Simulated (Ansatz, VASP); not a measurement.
## V in VASP and in Ansatz

```xyz
1
Lattice="-1.5302 1.5302 1.5302 1.5302 -1.5302 1.5302 1.5302 1.5302 -1.5302" Properties=species:S:1:pos:R:3 pbc="T T T"
V     0.0000    0.0000    0.0000
```

Alike in both runs: task relaxation of cell and atoms; functional PBE; k mesh 10 × 10 × 10; occupations gaussian, width 0.1 eV; no spin polarisation.

|  | VASP | Ansatz |
| --- | --- | --- |
| version | VASP 6.6.1 | Ansatz 0.2.0 |
| potentials or method | VASP PAW PBE potentials, release 64 (V_sv), cutoff 500 eV | scalar-relativistic, plane waves, PAW |
| valence electrons in the cell | 13 | 13 |

VASP gave:

- gap on the k mesh at the Fermi level, each at its own relaxed structure (eV): none
- relaxed volume (Å³/atom): 13.56
- relaxed cell length with the largest relative difference (Å): 2.602

**Question.** What did Ansatz give for the same quantities?

**Answer.** gap on the k mesh at the Fermi level, each at its own relaxed structure (eV): none; relaxed volume (Å³/atom): 13.55; relaxed cell length with the largest relative difference (Å): 2.601.

A gap of «none» marks a metal or a gap that the smearing closes.
